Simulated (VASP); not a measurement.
# CdSe (I-4m2) in VASP: further runs

CdSe is run at these levels: LDA; tasks: single point.

Program: VASP 6.6.1. These are calculated values, not measurements. Logs are shortened: lines on timing, memory, paths and dates and some standing lists are left out, and cuts for length are marked.

## (1) The cell of the first run

Symmetry: I-4m2, No. 119, tetragonal system. The conventional cell has a = 4.414 Å, b = 4.414 Å, c = 5.941 Å, α = 90.00°, β = 90.00°, γ = 90.00°. Within 3.5 Å of Cd (site symmetry -4m2) lie 4 Se at 2.66 Å. Se (site symmetry -4m2) has 4 Cd at 2.66 Å within 3.5 Å.

## (2) Single point, LDA

The input, INCAR:

```
SYSTEM = CdSe
  PREC = Accurate
  ENCUT = 520
  EDIFF = 1E-6
  ISMEAR = 0
  SIGMA = 0.05
  LREAL = .FALSE.
  LASPH = .TRUE.
  NELM = 100
  ALGO = Normal
  ISIF = 2
  LWAVE = .FALSE.
  LCHARG = .FALSE.
  GGA = CA
  NBANDS = 16
```

The input, KPOINTS:

```
regular mesh
0
G
  6 6 6
  0 0 0
```

The input, POSCAR:

```
CdSe
1.0
    0.0000000000      3.1214421833      2.9704314969
    3.1214421833      0.0000000000      2.9704314969
    3.1214421833      3.1214421833      0.0000000000
Cd Se
1 1
Direct
    0.0000000000      0.0000000000      0.0000000000
    0.7500000000      0.7500000000      0.7500000000
```

Potentials or basis: VASP PAW LDA potentials, release 64 (Cd, Se).

The run is started by

```
$ cat potpaw_LDA.64/Cd/POTCAR potpaw_LDA.64/Se/POTCAR > POTCAR
$ mpirun -np 1 vasp_std > vasp.out
```

OUTCAR:

```text
SYSTEM = CdSe
   PREC = Accurate
   ENCUT = 520
   EDIFF = 1E-6
   ISMEAR = 0
   LREAL = .FALSE.
   LASPH = .TRUE.
   NELM = 100
   ISIF = 2
   GGA = CA

 ion  position               nearest neighbor table
   1  0.000  0.000  0.000-   2 2.66   2 2.66   2 2.66   2 2.66
   2  0.750  0.750  0.750-   1 2.66   1 2.66   1 2.66   1 2.66

  LATTYP: Found a body centered tetragonal cell.
 ALAT       =     4.4143858698
 C/A-ratio  =     1.3457960335

  Lattice vectors:

 A1 = (   0.0000000000,  -3.1214421833,  -2.9704314969)
 A2 = (   0.0000000000,   3.1214421833,  -2.9704314969)
 A3 = (   3.1214421833,   0.0000000000,   2.9704314969)

Analysis of symmetry for initial positions (statically):
=====================================================================
 Subroutine PRICEL returns:
 Original cell was already a primitive cell.

 Routine SETGRP: Setting up the symmetry group for a
 body centered tetragonal supercell.

 Subroutine GETGRP returns: Found  8 space group operations
 (whereof  8 operations were pure point group operations)
 out of a pool of 16 trial point group operations.

The static configuration has the point symmetry D_2d.

Analysis of symmetry for dynamics (positions and initial velocities):
=====================================================================
 Subroutine PRICEL returns:
 Original cell was already a primitive cell.

 Routine SETGRP: Setting up the symmetry group for a
 body centered tetragonal supercell.

 Subroutine GETGRP returns: Found  8 space group operations
 (whereof  8 operations were pure point group operations)
 out of a pool of 16 trial point group operations.

The dynamic configuration has the point symmetry D_2d.

 Subroutine INISYM returns: Found  8 space group operations
 (whereof  8 operations are pure point group operations),
 and found     1 'primitive' translations

----------------------------------------------------------------------------------------

                                     Primitive cell

  volume of cell :      57.8842

  direct lattice vectors                    reciprocal lattice vectors
     0.000000000  3.121442183  2.970431497    -0.160182368  0.160182368  0.168325713
     3.121442183  0.000000000  2.970431497     0.160182368 -0.160182368  0.168325713
     3.121442183  3.121442183  0.000000000     0.160182368  0.160182368 -0.168325713

  length of vectors
     4.308928473  4.308928473  4.414385870     0.282223896  0.282223896  0.282223896

  position of ions in fractional coordinates (direct lattice)
     0.000000000  0.000000000  0.000000000
     0.750000000  0.750000000  0.750000000

  ion indices of the primitive-cell ions
   primitive index   ion index
                 1           1
                 2           2

----------------------------------------------------------------------------------------

 KPOINTS: regular mesh

Automatic generation of k-mesh.
 Grid dimensions read from file:
 generate k-points for:    6    6    6

 Generating k-lattice:

  Cartesian coordinates                     Fractional coordinates (reciprocal lattice)
    -0.026697061  0.026697061  0.028054286     0.166666667 -0.000000000  0.000000000
     0.026697061 -0.026697061  0.028054286    -0.000000000  0.166666667  0.000000000
     0.026697061  0.026697061 -0.028054286     0.000000000  0.000000000  0.166666667

  Length of vectors
     0.047037316  0.047037316  0.047037316

  Shift w.r.t. Gamma in fractional coordinates (k-lattice)
     0.000000000  0.000000000  0.000000000

 Subroutine IBZKPT returns following result:
 ===========================================

 Found     30 irreducible k-points:

 Following reciprocal coordinates:
            Coordinates               Weight
  0.000000  0.000000  0.000000      1.000000
  0.166667 -0.000000  0.000000      8.000000
  0.333333 -0.000000  0.000000      8.000000
  0.500000 -0.000000  0.000000      4.000000
  0.166667  0.166667  0.000000      2.000000
  0.333333  0.166667  0.000000      8.000000
[... 16 lines left out ...]
  0.333333  0.000000  0.333333      4.000000
  0.500000  0.000000  0.333333     16.000000
 [... further k-points ...]
   k-points           NKPTS =     30   k-points in BZ     NKDIM =     30   number of bands    NBANDS=     16
   number of dos      NEDOS =    301   number of ions     NIONS =      2
   total plane-waves  NPLWV =  36864
   dimension x,y,z NGX =    32 NGY =   32 NGZ =   36
   dimension x,y,z NGXF=    64 NGYF=   64 NGZF=   72
   ions per type =               1   1
   NGX,Y,Z   is equivalent  to a cutoff of  12.35, 12.35, 13.56 a.u.
   NGXF,Y,Z  is equivalent  to a cutoff of  24.69, 24.69, 27.12 a.u.
 SYSTEM =  CdSe
   PREC   = accura    normal or accurate (medium, high low for compatibility)
   ISTART =      0    job   : 0-new  1-cont  2-samecut
   ICHARG =      2    charge: 1-file 2-atom 10-const
   ISPIN  =      1    spin polarized calculation?
   LNONCOLLINEAR =      F non collinear calculations
   LSORBIT =      F    spin-orbit coupling
   LASPH  =      T    aspherical Exc in radial PAW
   ENCUT  =  520.0 eV  38.22 Ry    6.18 a.u.   8.01  8.01  8.21*2*pi/ulx,y,z
   NELM   =    100;   NELMIN=  2; NELMDL= -5     # of ELM steps
   EDIFF  = 0.1E-05   stopping-criterion for ELM
   LREAL  =      F    real-space projection
[... 7 lines left out ...]
   TEBEG  =    0.0;   TEEND  =   0.0 temperature during run
   PSTRESS=    0.0 pullay stress
   NELECT =      18.0000    total number of electrons
   NUPDOWN=      -1.0000    fix difference up-down
   EMIN   =  10.00;   EMAX   =-10.00  energy-range for DOS
   EFERMI =   0.00;   METHOD = LEGACY
   ISMEAR =     0;   SIGMA  =   0.05  broadening in eV -4-tet -1-fermi 0-gaus
   EFERMI_NEDOS =   21; number of points for ismear=-14 and -15
   IALGO  =     38    algorithm
   IMIX   =      4    mixing-type and parameters
     AMIX     =   0.40;   BMIX     =  1.00
     AMIX_MAG =   1.60;   BMIX_MAG =  1.00
  volume/ion in A,a.u.               =      28.94       195.31
  Fermi-wavevector in a.u.,A,eV,Ry     =   1.109121  2.095935 16.737201  1.230150
  Thomas-Fermi vector in A             =   2.245657
   LORBIT       =      0    0 simple, 1 ext, 2 COOP (PROOUT), +10 PAW based schemes
   GGA     = CA    functional components
   LHFCALC =     F    Hartree Fock is set to
   AEXX    =    0.0000 exact exchange contribution
   IVDW    =     0    specifies the selected vdW correction
   LEPSILON=     F    determine dielectric tensor
   LRPA    =     F    only Hartree local field effects (RPA)
 non-spin polarized calculation
 Gauss-broadening in eV      SIGMA  =   0.05
  energy-cutoff  :      520.00
  volume of cell :       57.88
 maximum number of plane-waves:      1588
   NGX = 17   NGY = 17   NGZ = 17

 number of electron      18.0000003 magnetization

 Free energy of the ion-electron system (eV)
  ---------------------------------------------------
  ext. energy  EPLUGINS =         0.00000000
  ---------------------------------------------------
  free energy    TOTEN  =        -6.72066769 eV

  energy without entropy =       -6.72066349  energy(sigma->0) =       -6.72066559

 E-fermi :   0.7780     XC(G=0):  -9.1660

 val. band max:        0.6763737827   @ k =   0.0000   0.0000   0.0000
 cond. band min:       0.8795966200   @ k =   0.0000   0.0000   0.0000
 fundamental gap:      0.2032228373
 Fermi energy:         0.7779851751

 k-point     1 :       0.0000    0.0000    0.0000
  band No.  band energies     occupation
      1     -11.8992      2.00000
      2      -7.2784      2.00000
      3      -7.2784      2.00000
      4      -7.2595      2.00000
      5      -6.9327      2.00000
      6      -6.9188      2.00000
[... 8 lines left out ...]
     15      11.2380      0.00000
     16      11.8571      0.00000

 k-point     2 :       0.1667   -0.0000    0.0000
  band No.  band energies     occupation
      1     -11.8114      2.00000
      2      -7.2521      2.00000
      3      -7.2402      2.00000
      4      -7.1887      2.00000
      5      -6.9311      2.00000
      6      -6.9216      2.00000
[... 8 lines left out ...]
     15      10.5097      0.00000
     16      11.0566      0.00000

 k-point     3 :       0.3333   -0.0000    0.0000
  band No.  band energies     occupation
      1     -11.6328      2.00000
      2      -7.2103      2.00000
      3      -7.1923      2.00000
      4      -6.9337      2.00000
      5      -6.9141      2.00000
      6      -6.8959      2.00000
[... 8 lines left out ...]
     15      11.0143      0.00000
     16      11.0668      0.00000

 k-point     4 :       0.5000   -0.0000    0.0000
  band No.  band energies     occupation
      1     -11.5426      2.00000
      2      -7.1963      2.00000
      3      -7.1744      2.00000
      4      -6.9121      2.00000
      5      -6.8972      2.00000
      6      -6.6563      2.00000
[... 8 lines left out ...]
     15      12.3522      0.00000
     16      12.7097      0.00000

 k-point     5 :       0.1667    0.1667    0.0000
  band No.  band energies     occupation
      1     -11.7770      2.00000
      2      -7.2239      2.00000
      3      -7.2239      2.00000
      4      -7.1914      2.00000
      5      -6.9309      2.00000
      6      -6.9163      2.00000
[... 8 lines left out ...]
     15      11.5114      0.00000
     16      12.0813      0.00000

 k-point     6 :       0.3333    0.1667    0.0000
  band No.  band energies     occupation
      1     -11.6273      2.00000
      2      -7.1846      2.00000
      3      -7.1728      2.00000
      4      -7.0413      2.00000
      5      -6.8994      2.00000
      6      -6.8785      2.00000
[... 8 lines left out ...]
     15      11.8939      0.00000
     16      12.1579      0.00000

 k-point     7 :       0.5000    0.1667    0.0000
  band No.  band energies     occupation
      1     -11.5116      2.00000
      2      -7.1600      2.00000
      3      -7.1537      2.00000
      4      -6.9587      2.00000
      5      -6.8940      2.00000
      6      -6.6262      2.00000
[... 8 lines left out ...]
     15      12.3326      0.00000
     16      12.7360      0.00000

 k-point     8 :      -0.3333    0.1667    0.0000
  band No.  band energies     occupation
      1     -11.5464      2.00000
      2      -7.1715      2.00000
      3      -7.1595      2.00000
      4      -6.9281      2.00000
      5      -6.9230      2.00000
      6      -6.7287      2.00000
[... 8 lines left out ...]
     15      11.1175      0.00000
     16      12.5586      0.00000

 k-point     9 :      -0.1667    0.1667    0.0000
  band No.  band energies     occupation
      1     -11.6968      2.00000
      2      -7.2208      2.00000
      3      -7.1863      2.00000
      4      -7.0566      2.00000
      5      -6.9410      2.00000
      6      -6.9119      2.00000
[... 8 lines left out ...]
     15      10.8391      0.00000
     16      12.4572      0.00000
[... 172 lines left out ...]
 k-point    19 :       0.5000    0.3333    0.1667
  band No.  band energies     occupation
      1     -11.5100      2.00000
      2      -7.1451      2.00000
      3      -7.1237      2.00000
      4      -7.0020      2.00000
      5      -6.8968      2.00000
      6      -6.6799      2.00000
[... 8 lines left out ...]
     15      12.5603      0.00000
     16      13.5468      0.00000

 k-point    20 :      -0.3333    0.3333    0.1667
  band No.  band energies     occupation
      1     -11.4569      2.00000
      2      -7.1350      2.00000
      3      -7.1019      2.00000
      4      -6.9603      2.00000
      5      -6.9146      2.00000
      6      -6.5261      2.00000
[... 8 lines left out ...]
     15      12.2517      0.00000
     16      13.5996      0.00000

 k-point    21 :      -0.1667    0.3333    0.1667
  band No.  band energies     occupation
      1     -11.5205      2.00000
      2      -7.1478      2.00000
      3      -7.1183      2.00000
      4      -6.9818      2.00000
      5      -6.9041      2.00000
      6      -6.7208      2.00000
[... 8 lines left out ...]
     15      12.1399      0.00000
     16      13.2406      0.00000

 k-point    22 :      -0.3333    0.5000    0.1667
  band No.  band energies     occupation
      1     -11.4225      2.00000
      2      -7.0979      2.00000
      3      -7.0863      2.00000
      4      -6.9934      2.00000
      5      -6.8954      2.00000
      6      -6.4819      2.00000
[... 8 lines left out ...]
     15      13.1423      0.00000
     16      13.3569      0.00000

 k-point    23 :       0.3333    0.0000    0.3333
  band No.  band energies     occupation
      1     -11.5538      2.00000
      2      -7.1135      2.00000
      3      -7.0795      2.00000
      4      -7.0788      2.00000
      5      -6.8915      2.00000
      6      -6.8460      2.00000
[... 8 lines left out ...]
     15      12.4416      0.00000
     16      14.4922      0.00000

 k-point    24 :       0.5000    0.0000    0.3333
  band No.  band energies     occupation
      1     -11.4653      2.00000
      2      -7.1181      2.00000
      3      -7.0630      2.00000
      4      -7.0126      2.00000
      5      -6.8886      2.00000
      6      -6.6274      2.00000
[... 8 lines left out ...]
     15      12.8219      0.00000
     16      13.5752      0.00000

 [... further k-points ...]
[... 5 lines left out ...]
  --------------------------------------------------------------------------------------
  -------------------------------------------------------------------------------------
  Total       -1.1801305     -1.1801305     -0.8238463      0.0000000      0.0000000      0.0000000
  in kB      -32.6648373    -32.6648373    -22.8032458      0.0000000      0.0000000      0.0000000
  external PRESSURE =     -29.3776401 kB  Pullay stress =       0.0000000 kB

 VOLUME and BASIS-vectors are now :
 -----------------------------------------------------------------------------
  energy-cutoff  :      520.00
  volume of cell :       57.88
      direct lattice vectors                 reciprocal lattice vectors
     0.000000000  3.121442183  2.970431497    -0.160182368  0.160182368  0.168325713
     3.121442183  0.000000000  2.970431497     0.160182368 -0.160182368  0.168325713
     3.121442183  3.121442183  0.000000000     0.160182368  0.160182368 -0.168325713

 POSITION                                       TOTAL-FORCE (eV/Angst)
 -----------------------------------------------------------------------------------
      0.00000      0.00000      0.00000        -0.000000     -0.000000      0.000000
      4.68216      4.68216      4.45565         0.000000      0.000000     -0.000000
 -----------------------------------------------------------------------------------
    total drift:                                0.000002      0.000002     -0.000002

  FREE ENERGIE OF THE ION-ELECTRON SYSTEM (eV)
  ---------------------------------------------------
  free  energy   TOTEN  =        -6.7206676950 eV

  energy  without entropy=       -6.7206634939  energy(sigma->0) =       -6.72066559
```

Wall time 27 s (1 thread of Intel Xeon Platinum 8259CL at 2.50GHz (Skylake/Cascade Lake), shared host); peak memory 0.17 GiB.

Results:

```
Free energy            : -6.7207 eV
Pressure               : -2.9 GPa
Band gap on the k mesh : 0.20 eV, direct
```

Stress tensor (GPa, compression positive):
```
-3.27  0.00  0.00
 0.00 -3.27  0.00
 0.00  0.00 -2.28
```

## (3) Single point, LDA

The input, INCAR:

```
SYSTEM = CdSe
ALGO = Normal ; EDIFF = 1E-6
ENCUT = 520 ; GGA = CA
ISIF = 2 ; ISMEAR = 0
LASPH = .TRUE. ; LCHARG = .FALSE.
LREAL = .FALSE. ; LWAVE = .FALSE.
NBANDS = 16 ; NELM = 80
PREC = Accurate ; SIGMA = 0.05
```

The input, KPOINTS:

```
k-points
0
G
  6 6 6
  0 0 0
```

The input, POSCAR:

```
CdSe
1.0
    0.0000000000      3.1726133667      2.8753838710
    3.1726133667      0.0000000000      2.8753838710
    3.1726133667      3.1726133667      0.0000000000
Cd Se
1 1
Direct
    0.0000000000      0.0000000000      0.0000000000
    0.7500000000      0.7500000000      0.7500000000
```

Potentials or basis: VASP PAW LDA potentials, release 64 (Cd, Se).

The run is started by

```
$ cat potpaw_LDA.64/Cd/POTCAR potpaw_LDA.64/Se/POTCAR > POTCAR
$ mpirun -np 1 vasp_std > vasp.out
```

It took 27 s on 1 thread of Intel Xeon Platinum 8259CL at 2.50GHz (Skylake/Cascade Lake), shared host; peak memory 0.17 GiB.

Results (log left out):

```
Free energy            : -6.7041 eV
Pressure               : -3.1 GPa
Band gap on the k mesh : 0.12 eV, direct
```

Stress tensor (GPa, compression positive):
```
-3.69  0.00  0.00
 0.00 -3.69  0.00
 0.00  0.00 -1.88
```

Levels at points of the mesh, in eV from the valence-band top:
```
           k point  band 5  band 6  band 7  band 8  band 9  band 10  band 11  band 12  band 13  band 14
(0.00, 0.00, 0.00)   -7.68   -7.66   -0.26   -0.26    0.00     0.12     5.66     5.70     5.70     9.22
(0.50, 0.00, 0.00)   -7.63   -7.40   -4.45   -1.07   -0.68     1.93     5.83     6.54     7.01     9.47
(0.50, 0.50, 0.00)   -7.61   -7.25   -3.81   -2.20   -2.20     2.67     2.87     9.14     9.59     9.59
(0.50, 0.00, 0.50)   -7.63   -7.39   -4.35   -1.85   -1.71     2.93     3.71     8.26     9.10    10.04
```

## (4) Single point, LDA

This run uses another cell than the first one, of the same volume but with other edges.

The input, INCAR:

```
ALGO = Normal ; EDIFF = 1E-6
ENCUT = 520 ; GGA = CA
ISIF = 2 ; ISMEAR = 0
LASPH = True ; LCHARG = False
LREAL = False ; LWAVE = False
NBANDS = 16 ; NELM = 60
PREC = Accurate ; SIGMA = 0.05
```

The input, KPOINTS:

```
k-points
0
Gamma
  6 6 6
```

The input, POSCAR:

```
CdSe
1.0
    0.0000000000      3.2237845500      2.7848263039
    3.2237845500      0.0000000000      2.7848263039
    3.2237845500      3.2237845500      0.0000000000
Cd Se
1 1
Direct
    0.0000000000      0.0000000000      0.0000000000
    0.7500000000      0.7500000000      0.7500000000
```

The run is started by

```
$ cat potpaw_LDA.64/Cd/POTCAR potpaw_LDA.64/Se/POTCAR > POTCAR
$ mpirun -np 1 vasp_std > vasp.out
```

Run time: 29 s. Hardware: 1 thread of Intel Xeon Platinum 8259CL at 2.50GHz (Skylake/Cascade Lake), shared host; peak memory 0.17 GiB.

Results (log left out):

```
Free energy            : -6.6791 eV
Pressure               : -3.3 GPa
Band gap on the k mesh : 0.04 eV, direct
```

Stress tensor (GPa, compression positive):
```
-4.15  0.00  0.00
 0.00 -4.15  0.00
 0.00  0.00 -1.65
```

Levels at points of the mesh, in eV from the valence-band top:
```
           k point  band 5  band 6  band 7  band 8  band 9  band 10  band 11  band 12  band 13  band 14
(0.00, 0.00, 0.00)   -7.74   -7.70   -0.35   -0.35    0.00     0.04     5.66     5.73     5.73     9.18
(0.50, 0.00, 0.00)   -7.67   -7.46   -4.46   -1.20   -0.65     1.81     5.65     6.66     7.09     9.36
(0.50, 0.50, 0.00)   -7.65   -7.26   -3.66   -2.34   -2.34     2.55     2.59     9.33     9.49     9.49
(0.50, 0.00, 0.50)   -7.68   -7.47   -4.45   -1.83   -1.63     2.94     3.82     8.04     8.76     9.95
```

## (5) Overview

| cell | gap on the mesh (eV) | pressure (GPa) |
| --- | --- | --- |
| a = 4.309, b = 4.309, c = 4.414 Å, angles 59.2, 59.2, 61.6°, 2 atoms | 0.20 | -2.9 |
| a = 4.282, b = 4.282, c = 4.487 Å, angles 58.4, 58.4, 63.2°, 2 atoms | 0.12 | -3.1 |
| a = 4.260, b = 4.260, c = 4.559 Å, angles 57.6, 57.6, 64.7°, 2 atoms | 0.04 | -3.3 |

Alike in all rows: task single point; level LDA; potentials or basis VASP PAW LDA potentials, release 64 (Cd, Se); no spin polarisation; k mesh 6 × 6 × 6; cutoff (eV) 520; smearing gaussian 0.05 eV.

Total energies depend on the potentials used, so only differences within one code and one set of settings carry meaning.
